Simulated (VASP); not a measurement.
Here is a VASP 6.6.1 calculation.

INCAR

```
PREC = Accurate
ENCUT = 520
EDIFF = 1E-6
ISMEAR = 0
SIGMA = 0.1
LREAL = False
LASPH = True
NELM = 150
ALGO = Normal
ISIF = 2
LWAVE = False
LCHARG = False
ISPIN = 2
MAGMOM = 0 0 0 1 1
LORBIT = 11
GGA = PE
NBANDS = 20
```

File KPOINTS:

```
regular mesh
0
Gamma
  6 6 2
```

POSCAR

```
Al3C2
1.0
    4.5884976073     -0.0000000039      0.0000000000
   -2.2942488003      3.9737554951      0.0000000000
    0.0000000000      0.0000000000      5.1398959375
Al C
3 2
Direct
    0.6666666667      0.3333333333      0.0000000000
    0.3333333333      0.6666666667      0.5000000000
    0.3333333333      0.6666666667      0.0000000000
    0.0000000000      0.0000000000      0.1279443848
    0.0000000000      0.0000000000      0.8720556152
```

Potentials or basis: VASP PAW PBE potentials, release 64 (Al, C).

Command:

```bash
$ cat potpaw_PBE.64/Al/POTCAR potpaw_PBE.64/C/POTCAR > POTCAR
$ mpirun -np 1 vasp_std > vasp.out
```

(1) Predict the net moment.

(2) What does it give for the pressure?

(3) Predict the largest force.

## Answers

(1) 0.00 μB per cell.

(2) 0.0 GPa.

(3) 0.086 eV/Å.

Caveat: the k points lie up to 0.61 Å⁻¹ apart.
